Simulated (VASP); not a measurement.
Input of a VASP 6.6.1 run:

INCAR

```
SYSTEM = RbW2
ALGO = Normal
EDIFF = 1E-6
ENCUT = 520
GGA = PE
ISIF = 2
ISMEAR = 0
LASPH = .True.
LCHARG = .True.
LELF = .True.
LREAL = .False.
LVHAR = .True.
LWAVE = .False.
NBANDS = 26
NELM = 100
PREC = Accurate
SIGMA = 0.1
```

Contents of KPOINTS:

```
k-points
0
Gamma
  6 6 4
  0 0 0
```

The input POSCAR:

```
RbW2
1.0
    4.1845046514      0.0000000000      0.0000000000
   -2.0922523257      3.6238873304      0.0000000000
    0.0000000000      0.0000000000      4.5181528628
Rb W
1 2
Direct
    0.0000000000      0.0000000000      0.0000000000
    0.3333333333      0.6666666667      0.5000000000
    0.6666666667      0.3333333333      0.5000000000
```

Potentials or basis: VASP PAW PBE potentials, release 64 (Rb_sv, W_sv).

The run is started by

```bash
$ cat potpaw_PBE.64/Rb_sv/POTCAR potpaw_PBE.64/W_sv/POTCAR > POTCAR
$ mpirun -np 1 vasp_std > vasp.out
```

(1) What does it give for the pressure?

(2) Estimate the band gap on the k mesh.

Results:

(1) 15.1 GPa.

(2) zero (an odd number of electrons rules out a gap without spin polarisation).

Caveat: the stress differs along the axes, from 13 to 19 GPa; spin-orbit coupling is left out, which moves the levels of the heavy elements.
